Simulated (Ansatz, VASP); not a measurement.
# Ga3As3N2 in VASP and in Ansatz

The input INCAR:

```
SYSTEM = Ga3As3N2
  PREC = Accurate
  ENCUT = 520
  EDIFF = 1E-7
  ISMEAR = 0
  SIGMA = 0.05
  LREAL = .False.
  LASPH = .True.
  NELM = 60
  ALGO = Normal
  ISIF = 2
  LWAVE = .False.
  LCHARG = .False.
  LDIPOL = .True.
  IDIPOL = 3
  DIPOL = 0.5 0.5 0.326
  GGA = PE
  IVDW = 12
  NBANDS = 42
```

The input KPOINTS:

```
Automatic mesh
0
Gamma
  7 5 1
  0 0 0
```

POSCAR

```
Ga3As3N2
1.0
    4.0137031116      0.0000000000      0.0000000000
    0.0000000000      5.6762333758      0.0000000000
    0.0000000000      0.0000000000     22.8852699092
Ga As N
3 3 2
Direct
    0.5000000000      0.5000000000      0.1747849169
    0.0000000000      0.0653835254      0.2732733389
    0.5000000000      0.4894639615      0.3292030243
    0.0000000000      0.2500000000      0.1747849169
    0.5000000000      0.8102208702      0.2554204538
    0.0000000000      0.2887573197      0.3664046761
    0.2500000000      0.2887573197      0.4931237409
    0.2500000000      0.2887573197      0.5411895931
```

Input for Ansatz:

```yaml
crystal:
  lattice:
    - [4.0137031116, 0.0, 0.0]
    - [0.0, 5.6762333758, 0.0]
    - [0.0, 0.0, 22.8852699092]
  atoms:
    - { symbol: Ga, position: [0.5, 0.5, 0.1747849169] }
    - { symbol: As, position: [0.0, 0.25, 0.1747849169] }
    - { symbol: Ga, position: [0.0, 0.0653835254, 0.2732733389] }
    - { symbol: As, position: [0.5, 0.8102208702, 0.2554204538] }
    - { symbol: Ga, position: [0.5, 0.4894639615, 0.3292030243] }
    - { symbol: As, position: [0.0, 0.2887573197, 0.3664046761] }
    - { symbol: "N", position: [0.25, 0.2887573197, 0.4931237409] }
    - { symbol: "N", position: [0.25, 0.2887573197, 0.5411895931] }
basis:
  ecutwfc: 420
kpoints:
  mp_grid: { grid: [7, 5, 1] }
hamiltonian:
  xc: pbe
  pseudopotentials: { kind: paw, azcp: { folder: soft_1 } }
  dispersion: d3bj
scf:
  occupations: { method: gaussian, width: 0.05 }
output:
  forces: true
  eigenvalues: true
efield:
  axis: 3
  dipole_correction: true
  ramp_width: 0.04
```

Alike in both runs: task single point; functional PBE; dispersion D3(BJ); k mesh 7 × 5 × 1; occupations gaussian, width 0.05 eV; no spin polarisation.

```csv
,VASP,Ansatz
version,VASP 6.6.1,Ansatz 0.2.0
potentials or method,"VASP PAW PBE potentials, release 64 (Ga_d, As, N), cutoff 520 eV","scalar-relativistic, plane waves, PAW"
valence electrons in the cell,64,94
```

```csv
,VASP,Ansatz,Ansatz less VASP
gap on the k mesh at the Fermi level (eV),0.40,0.41,+0.008
least direct gap on the mesh (eV),0.76,0.76,+0.003
rms of the force components (eV/Å),0.688,0.343,-0.3446
```

One of these differences is far larger than is usual between the two programs; its cause wasn't traced. VASP's potentials hold 64 valence electrons a cell and Ansatz's 94, so a difference there can come from the potentials and not from the codes.

Noted on VASP's run: the standard files for N, O and F lose accuracy on very short bonds.
